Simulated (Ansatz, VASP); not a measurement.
**One calculation of LiH3, two programs**

```xyz
4
Lattice="4.1566 0.0000 0.0000 -2.0783 3.5997 0.0000 0.0000 0.0000 5.3889" Properties=species:S:1:pos:R:3 pbc="T T T"
Li    0.0000    0.0000    2.6944
H     0.0000    0.0000    4.3844
H     0.0000    0.0000    1.0044
H     0.0000    0.0000    0.0000
```

Alike in both runs: task relaxation of cell and atoms; functional PBE; k mesh 6 × 6 × 6; occupations gaussian, width 0.02 eV; no spin polarisation.

|  | VASP | Ansatz |
| --- | --- | --- |
| version | VASP 6.6.1 | Ansatz 0.2.0 |
| potentials or method | VASP PAW PBE potentials, release 64 (Li_sv, H_h), cutoff 1230 eV | scalar-relativistic, plane waves, PAW |
| valence electrons in the cell | 6 | 6 |

Ansatz gave:

```
gap on the k mesh at the Fermi level, each at its own relaxed structure (eV)  : 3.07
relaxed volume (Å³/atom)                                                      : 35.72
relaxed length of the cell vector where the two differ most in proportion (Å) : 5.512
```

**Question.** What did VASP give for the same quantities?

**Answer.** gap on the k mesh at the Fermi level, each at its own relaxed structure (eV): 2.97; relaxed volume (Å³/atom): 31.07; relaxed length of the cell vector where the two differ most in proportion (Å): 5.145.

One of these differences is far larger than is usual between the two programs; its cause wasn't traced. Ansatz's warnings: xc potential rough in thin density.

Noted on VASP's run: the volume moved by over 15 % at a fixed basis, so the end points are rough.
